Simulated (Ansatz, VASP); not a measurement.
# MnHg in VASP and in Ansatz

```
Mn Hg
1.0
     3.28800    0.00000    0.00000
     0.00000    3.28800    0.00000
     0.00000    0.00000    3.31300
Mn Hg
1 1
Cartesian
  1.6440 1.6440 1.6565
  0.0000 0.0000 0.0000
```

Alike in both runs: task single point; functional PBE; k mesh 6 × 6 × 6; occupations gaussian, width 0.1 eV; collinear spin.

|  | VASP | Ansatz |
| --- | --- | --- |
| version | VASP 6.6.1 | Ansatz 0.2.0 |
| potentials or method | VASP PAW PBE potentials, release 64 (Mn_pv, Hg), cutoff 520 eV | scalar-relativistic, plane waves, PAW |
| valence electrons in the cell | 25 | 35 |

Ansatz gave:

* gap on the k mesh at the Fermi level (eV): none
* pressure (GPa): 1.9
* traceless stress, the component that is largest in VASP (GPa): -0.24
* net moment per atom (μB): 1.94
* size of the moment on the site where the two differ most (μB): 3.84

Problem. Estimate VASP's values.

Solution. gap on the k mesh at the Fermi level (eV): none; pressure (GPa): 2.3; traceless stress, the component that is largest in VASP (GPa): -0.22; net moment per atom (μB): 1.94; size of the moment on the site where the two differ most (μB): 3.79.

Site moments also hang on the region over which each program counts them. A gap of «none» marks a metal or a gap that the smearing closes. The functional is the same, so the differences come from potentials, cutoffs and numerics. VASP's potentials hold 25 valence electrons a cell and Ansatz's 35, so a difference there can come from the potentials and not from the codes.

Spin-orbit coupling is off throughout.
